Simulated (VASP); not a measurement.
Runs of VASP 6.6.1 on Sb. The structure is that of space group R-3m (No. 166), or close to it. The cells are those of the table. 

```tsv
task	cell	k mesh	cutoff (eV)	gap on the mesh (eV)	pressure (GPa)	largest force (eV/Å)
single point	a = 7.486 Å, angles 77.1°, 12 atoms	3 × 3 × 3	520	none	0.3	0.03
relaxation of cell and atoms	relaxed from a = 8.266 Å, angles 58.1°, 12 atoms	3 × 3 × 3	600	none	0.0	0.03
single point	a = 7.528 Å, angles 75.9°, 12 atoms	6 × 6 × 6	520	none	0.1	(a)
single point	a = 8.266 Å, angles 58.1°, 12 atoms	3 × 3 × 3	520	none	(b)	2.00
```

Alike in all rows: level PBEsol; potentials or basis VASP PAW PBE potentials, release 64 (Sb); no spin polarisation; smearing gaussian 0.1 eV.

Task: Fill in the values left out.

Result: (a) 0.04; (b) 11.9.

Caveats: the PAW data sets were made with another functional, which shifts forces and pressure a little; spin-orbit coupling is left out, which moves the levels of the heavy elements.

A k mesh can miss the band edges, and the runs leave out spin-orbit coupling on Sb.

A gap of «none» marks levels without a gap at the run's occupations.
